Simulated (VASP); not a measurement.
# TiAl (an interface model) in VASP: single point with PBE

Aim: the single point of TiAl (an interface model) with PBE.

Program: VASP 6.6.1. These are calculated values, not measurements. Logs are shortened: lines on timing, memory, paths and dates and some standing lists are left out, and cuts for length are marked.

### Step 1. The cell of the first run

The cell holds layers of an interface, 12 atoms: a = 3.186 Å, b = 3.186 Å, c = 19.118 Å, α = 90.00°, β = 90.00°, γ = 90.00°.

### Step 2. Single point, PBE

INCAR reads:

```
  ALGO = All
  EDIFF = 1E-6
  ENCUT = 450
  GGA = PE
  GGA_COMPAT = False
  ISEARCH = 1
  ISIF = 2
  ISMEAR = 0
  KPAR = 4
  LASPH = True
  LCHARG = False
  LREAL = False
  LWAVE = False
  NBANDS = 57
  NELM = 300
  PREC = Accurate
  SIGMA = 0.1
```

KPOINTS reads:

```
k-points
0
Gamma
  10 10 2
```

POSCAR reads:

```
TiAl
1.0
    3.1863036826      0.0000000000      0.0000000000
    0.0000000000      3.1863036826      0.0000000000
    0.0000000000      0.0000000000     19.1178220955
Ti Al
6 6
Direct
    0.5000000000      0.5000000000      0.0833333333
    0.5000000000      0.5000000000      0.2500000000
    0.5000000000      0.5000000000      0.4166666667
    0.0000000000      0.0000000000      0.5000000000
    0.0000000000      0.0000000000      0.6666666667
    0.0000000000      0.0000000000      0.8333333333
    0.0000000000      0.0000000000      0.0000000000
    0.0000000000      0.0000000000      0.1666666667
    0.0000000000      0.0000000000      0.3333333333
    0.5000000000      0.5000000000      0.5833333333
    0.5000000000      0.5000000000      0.7500000000
    0.5000000000      0.5000000000      0.9166666667
```

Potentials or basis: VASP PAW PBE potentials, release 64 (Ti_sv, Al).

Started as:

```console
cat potpaw_PBE.64/Ti_sv/POTCAR potpaw_PBE.64/Al/POTCAR > POTCAR
mpirun -np 4 vasp_std > vasp.out
```

OUTCAR:

```text
EDIFF = 1E-6
   ENCUT = 450
   GGA = PE
   ISIF = 2
   ISMEAR = 0
   LASPH = True
   LREAL = False
   NELM = 300
   PREC = Accurate

 ion  position               nearest neighbor table
   1  0.500  0.500  0.083-   7 2.76   7 2.76   7 2.76   7 2.76   8 2.76   8 2.76   8 2.76   8 2.76

   2  0.500  0.500  0.250-   8 2.76   9 2.76   8 2.76   9 2.76   8 2.76   9 2.76   8 2.76   9 2.76

   3  0.500  0.500  0.417-   4 2.76   4 2.76   4 2.76   4 2.76   9 2.76   9 2.76   9 2.76   9 2.76

   4  0.000  0.000  0.500-   3 2.76  10 2.76   3 2.76  10 2.76   3 2.76  10 2.76   3 2.76  10 2.76

   5  0.000  0.000  0.667-  11 2.76  11 2.76  11 2.76  11 2.76  10 2.76  10 2.76  10 2.76  10 2.76

   6  0.000  0.000  0.833-  11 2.76  11 2.76  11 2.76  11 2.76  12 2.76  12 2.76  12 2.76  12 2.76

   7  0.000  0.000  0.000-   1 2.76  12 2.76   1 2.76  12 2.76   1 2.76  12 2.76   1 2.76  12 2.76
                             8 3.19
   8  0.000  0.000  0.167-   2 2.76   2 2.76   2 2.76   2 2.76   1 2.76   1 2.76   1 2.76   1 2.76
                             9 3.19   7 3.19
   9  0.000  0.000  0.333-   2 2.76   2 2.76   2 2.76   2 2.76   3 2.76   3 2.76   3 2.76   3 2.76
                             8 3.19
  10  0.500  0.500  0.583-   4 2.76   4 2.76   4 2.76   4 2.76   5 2.76   5 2.76   5 2.76   5 2.76
                            11 3.19
  11  0.500  0.500  0.750-   5 2.76   6 2.76   5 2.76   6 2.76   5 2.76   6 2.76   5 2.76   6 2.76
                            10 3.19  12 3.19
  12  0.500  0.500  0.917-   7 2.76   7 2.76   7 2.76   7 2.76   6 2.76   6 2.76   6 2.76   6 2.76
                            11 3.19

  LATTYP: Found a simple tetragonal cell.
 ALAT       =     3.1863036826
 C/A-ratio  =     6.0000000000

  Lattice vectors:

 A1 = (   3.1863036826,   0.0000000000,   0.0000000000)
 A2 = (   0.0000000000,   3.1863036826,   0.0000000000)
 A3 = (   0.0000000000,   0.0000000000,  19.1178220955)

Analysis of symmetry for initial positions (statically):
=====================================================================
 Subroutine PRICEL returns:
 Original cell was already a primitive cell.

 Routine SETGRP: Setting up the symmetry group for a
 simple tetragonal supercell.

 Subroutine GETGRP returns: Found 16 space group operations
 (whereof  8 operations were pure point group operations)
 out of a pool of 16 trial point group operations.

The static configuration has the point symmetry C_4v.
 The point group associated with its full space group is D_4h.

Analysis of symmetry for dynamics (positions and initial velocities):
=====================================================================
 Subroutine PRICEL returns:
 Original cell was already a primitive cell.

 Routine SETGRP: Setting up the symmetry group for a
 simple tetragonal supercell.

 Subroutine GETGRP returns: Found 16 space group operations
 (whereof  8 operations were pure point group operations)
 out of a pool of 16 trial point group operations.

The dynamic configuration has the point symmetry C_4v.
 The point group associated with its full space group is D_4h.

 Subroutine INISYM returns: Found 16 space group operations
 (whereof  8 operations are pure point group operations),
 and found     1 'primitive' translations

----------------------------------------------------------------------------------------

                                     Primitive cell

  volume of cell :     194.0943

  direct lattice vectors                    reciprocal lattice vectors
     3.186303683  0.000000000  0.000000000     0.313843280  0.000000000  0.000000000
     0.000000000  3.186303683  0.000000000     0.000000000  0.313843280  0.000000000
     0.000000000  0.000000000 19.117822095     0.000000000  0.000000000  0.052307213

  length of vectors
     3.186303683  3.186303683 19.117822095     0.313843280  0.313843280  0.052307213

  position of ions in fractional coordinates (direct lattice)
     0.500000000  0.500000000  0.083333333
     0.500000000  0.500000000  0.250000000
     0.500000000  0.500000000  0.416666667
     0.000000000  0.000000000  0.500000000
     0.000000000  0.000000000  0.666666667
     0.000000000  0.000000000  0.833333333
     0.000000000  0.000000000  0.000000000
     0.000000000  0.000000000  0.166666667
     0.000000000  0.000000000  0.333333333
     0.500000000  0.500000000  0.583333333
     0.500000000  0.500000000  0.750000000
     0.500000000  0.500000000  0.916666667

  ion indices of the primitive-cell ions
   primitive index   ion index
                 1           1
                 2           2
                 3           3
                 4           4
                 5           5
                 6           6
                 7           7
                 8           8
                 9           9
                10          10
                11          11
                12          12

----------------------------------------------------------------------------------------

 KPOINTS: k-points

Automatic generation of k-mesh.
 Grid dimensions read from file:
 generate k-points for:   10   10    2

 Generating k-lattice:

  Cartesian coordinates                     Fractional coordinates (reciprocal lattice)
     0.031384328  0.000000000  0.000000000     0.100000000  0.000000000  0.000000000
     0.000000000  0.031384328  0.000000000     0.000000000  0.100000000  0.000000000
     0.000000000  0.000000000  0.026153607     0.000000000  0.000000000  0.500000000

  Length of vectors
     0.031384328  0.031384328  0.026153607

  Shift w.r.t. Gamma in fractional coordinates (k-lattice)
     0.000000000  0.000000000  0.000000000

 Subroutine IBZKPT returns following result:
 ===========================================

 Found     42 irreducible k-points:

 Following reciprocal coordinates:
            Coordinates               Weight
  0.000000  0.000000  0.000000      1.000000
  0.100000  0.000000  0.000000      4.000000
  0.200000  0.000000  0.000000      4.000000
  0.300000  0.000000  0.000000      4.000000
  0.400000  0.000000  0.000000      4.000000
  0.500000  0.000000  0.000000      2.000000
[... 16 lines left out ...]
  0.100000  0.000000  0.500000      4.000000
  0.200000  0.000000  0.500000      4.000000
 [... further k-points ...]
   k-points           NKPTS =     42   k-points in BZ     NKDIM =     42   number of bands    NBANDS=     57
   number of dos      NEDOS =    301   number of ions     NIONS =     12
   total plane-waves  NPLWV =  80640
   dimension x,y,z NGX =    24 NGY =   24 NGZ =  140
   dimension x,y,z NGXF=    48 NGYF=   48 NGZF=  280
   ions per type =               6   6
   NGX,Y,Z   is equivalent  to a cutoff of  12.52, 12.52, 12.17 a.u.
   NGXF,Y,Z  is equivalent  to a cutoff of  25.04, 25.04, 24.35 a.u.
 SYSTEM =  unknown system
   PREC   = accura    normal or accurate (medium, high low for compatibility)
   ISTART =      0    job   : 0-new  1-cont  2-samecut
   ICHARG =      2    charge: 1-file 2-atom 10-const
   ISPIN  =      1    spin polarized calculation?
   LNONCOLLINEAR =      F non collinear calculations
   LSORBIT =      F    spin-orbit coupling
   LASPH  =      T    aspherical Exc in radial PAW
   ENCUT  =  450.0 eV  33.07 Ry    5.75 a.u.   5.51  5.51 33.07*2*pi/ulx,y,z
   NELM   =    300;   NELMIN=  2; NELMDL= -5     # of ELM steps
   EDIFF  = 0.1E-05   stopping-criterion for ELM
   LREAL  =      F    real-space projection
   EDIFFG = 0.1E-04   stopping-criterion for IOM
   NSW    =      0    number of steps for IOM
   IBRION =     -1    ionic relax: 0-MD 1-quasi-New 2-CG
   NFREE  =      0    steps in history (QN), initial steepest desc. (CG)
   ISIF   =      2    stress and relaxation
   ISYM   =      2    0-nonsym 1-usesym 2-fastsym
   POTIM  = 0.5000    time-step for ionic-motion
   TEBEG  =    0.0;   TEEND  =   0.0 temperature during run
   PSTRESS=    0.0 pullay stress
   NELECT =      90.0000    total number of electrons
   NUPDOWN=      -1.0000    fix difference up-down
   EMIN   =  10.00;   EMAX   =-10.00  energy-range for DOS
   EFERMI =   0.00;   METHOD = LEGACY
   ISMEAR =     0;   SIGMA  =   0.10  broadening in eV -4-tet -1-fermi 0-gaus
   EFERMI_NEDOS =   21; number of points for ismear=-14 and -15
   IALGO  =     58    algorithm
   IMIX   =      4    mixing-type and parameters
     AMIX     =   0.40;   BMIX     =  1.00
     AMIX_MAG =   1.60;   BMIX_MAG =  1.00
  volume/ion in A,a.u.               =      16.17       109.15
  Fermi-wavevector in a.u.,A,eV,Ry     =   1.267121  2.394511 21.845454  1.605596
  Thomas-Fermi vector in A             =   2.400286
   LORBIT       =      0    0 simple, 1 ext, 2 COOP (PROOUT), +10 PAW based schemes
   GGA     = PE    functional components
   LHFCALC =     F    Hartree Fock is set to
   AEXX    =    0.0000 exact exchange contribution
   IVDW    =     0    specifies the selected vdW correction
   LEPSILON=     F    determine dielectric tensor
   LRPA    =     F    only Hartree local field effects (RPA)
 non-spin polarized calculation
 Gauss-broadening in eV      SIGMA  =   0.10
  energy-cutoff  :      450.00
  volume of cell :      194.09
 maximum number of plane-waves:      4259
 NGX is ok and might be reduce to    24
   NGX = 11   NGY = 11   NGZ = 67

 number of electron      89.9999971 magnetization

 Free energy of the ion-electron system (eV)
  ---------------------------------------------------
  ext. energy  EPLUGINS =         0.00000000
  ---------------------------------------------------
  free energy    TOTEN  =       -72.61189472 eV

  energy without entropy =      -72.55158805  energy(sigma->0) =      -72.58174139

 E-fermi :   8.5346     XC(G=0): -11.0608

 val. band max:        8.5318208279   @ k =   0.4000   0.4000   0.5000
 cond. band min:       8.5460446620   @ k =   0.3000   0.0000   0.0000
 fundamental gap:      0.0142238341
 Fermi energy:         8.5346227667

 k-point     1 :       0.0000    0.0000    0.0000
  band No.  band energies     occupation
      1     -48.3530      2.00000
      2     -48.3528      2.00000
      3     -48.2677      2.00000
      4     -48.2119      2.00000
      5     -48.2118      2.00000
      6     -48.1234      2.00000
[... 49 lines left out ...]
     56      10.5599      0.00000
     57      11.0749      0.00000

 k-point     2 :       0.1000    0.0000    0.0000
  band No.  band energies     occupation
      1     -48.3516      2.00000
      2     -48.3515      2.00000
      3     -48.2628      2.00000
      4     -48.2105      2.00000
      5     -48.2104      2.00000
      6     -48.1256      2.00000
[... 49 lines left out ...]
     56      10.3744      0.00000
     57      10.4431      0.00000

 k-point     3 :       0.2000    0.0000    0.0000
  band No.  band energies     occupation
      1     -48.3480      2.00000
      2     -48.3479      2.00000
      3     -48.2492      2.00000
      4     -48.2070      2.00000
      5     -48.2069      2.00000
      6     -48.1323      2.00000
[... 1194 lines left out ...]
      1     -48.3516      2.00000
      2     -48.3515      2.00000
      3     -48.2629      2.00000
      4     -48.2105      2.00000
      5     -48.2104      2.00000
      6     -48.1256      2.00000
[... 49 lines left out ...]
     56      10.3276      0.00000
     57      10.4664      0.00000

 k-point    24 :       0.2000    0.0000    0.5000
  band No.  band energies     occupation
      1     -48.3480      2.00000
      2     -48.3479      2.00000
      3     -48.2492      2.00000
      4     -48.2070      2.00000
      5     -48.2069      2.00000
      6     -48.1324      2.00000
[... 49 lines left out ...]
     56      10.1662      0.00000
     57      10.2507      0.00000

 [... further k-points ...]
[... 5 lines left out ...]
  --------------------------------------------------------------------------------------
  -------------------------------------------------------------------------------------
  Total        0.0415061      0.0415061      3.5546069      0.0000000      0.0000000      0.0000000
  in kB        0.3426181      0.3426181     29.3419795      0.0000000      0.0000000      0.0000000
  external PRESSURE =      10.0090719 kB  Pullay stress =       0.0000000 kB

 VOLUME and BASIS-vectors are now :
 -----------------------------------------------------------------------------
  energy-cutoff  :      450.00
  volume of cell :      194.09
      direct lattice vectors                 reciprocal lattice vectors
     3.186303683  0.000000000  0.000000000     0.313843280  0.000000000  0.000000000
     0.000000000  3.186303683  0.000000000     0.000000000  0.313843280  0.000000000
     0.000000000  0.000000000 19.117822095     0.000000000  0.000000000  0.052307213

 POSITION                                       TOTAL-FORCE (eV/Angst)
 -----------------------------------------------------------------------------------
      1.59315      1.59315      1.59315        -0.000000      0.000000     -0.096844
      1.59315      1.59315      4.77946         0.000000      0.000000     -0.001849
      1.59315      1.59315      7.96576         0.000000      0.000000      0.049068
      0.00000      0.00000      9.55891         0.000000     -0.000000     -0.049068
      0.00000      0.00000     12.74521         0.000000     -0.000000      0.001849
      0.00000      0.00000     15.93152         0.000000     -0.000000      0.096844
      0.00000      0.00000      0.00000         0.000000      0.000000     -0.002700
      0.00000      0.00000      3.18630         0.000000     -0.000000      0.106355
      0.00000      0.00000      6.37261         0.000000      0.000000      0.094589
      1.59315      1.59315     11.15206         0.000000     -0.000000     -0.094589
      1.59315      1.59315     14.33837         0.000000      0.000000     -0.106355
      1.59315      1.59315     17.52467         0.000000     -0.000000      0.002700
 -----------------------------------------------------------------------------------
    total drift:                                0.000000     -0.000000     -0.000025

  FREE ENERGIE OF THE ION-ELECTRON SYSTEM (eV)
  ---------------------------------------------------
  free  energy   TOTEN  =       -72.6118947246 eV

  energy  without entropy=      -72.5515919290  energy(sigma->0) =      -72.58174333
```

Wall time 10 min (4 MPI ranks of Intel Xeon Platinum 8259CL at 2.50GHz (Skylake/Cascade Lake), shared host); peak memory 0.75 GiB.

What came out:

```
Free energy            : -72.6119 eV
Pressure               : 1.0 GPa
Largest force          : 0.106 eV/Å
Band gap on the k mesh : zero (bands 45 and 46 overlap by 1.05 eV)
```

Forces on the atoms (eV/Å):
```
Ti   0.000  0.000 -0.097
Ti   0.000  0.000 -0.002
Ti   0.000  0.000  0.049
Ti   0.000  0.000 -0.049
Ti   0.000  0.000  0.002
Ti   0.000  0.000  0.097
Al   0.000  0.000 -0.003
Al   0.000  0.000  0.106
Al   0.000  0.000  0.095
Al   0.000  0.000 -0.095
Al   0.000  0.000 -0.106
Al   0.000  0.000  0.003
```

Levels at points of the mesh, in eV from the Fermi level:
```
           k point  band 43  band 44  band 45  band 46  band 47  band 48  band 49  band 50
(0.00, 0.00, 0.00)     0.34     0.49     0.49     0.74     0.75     0.75     1.23     1.23
(0.50, 0.00, 0.00)    -0.45    -0.45    -0.29    -0.29     0.05     0.05     0.38     0.38
(0.50, 0.50, 0.00)    -0.61    -0.61    -0.54    -0.54    -0.39    -0.39     1.00     1.00
(0.00, 0.00, 0.50)     0.37     0.43     0.43     0.74     0.85     0.85     1.05     1.05
(0.50, 0.00, 0.50)    -0.38    -0.38    -0.28    -0.28     0.05     0.05     0.38     0.38
(0.50, 0.50, 0.50)    -0.55    -0.55    -0.55    -0.55    -0.37    -0.37     0.84     0.84
```
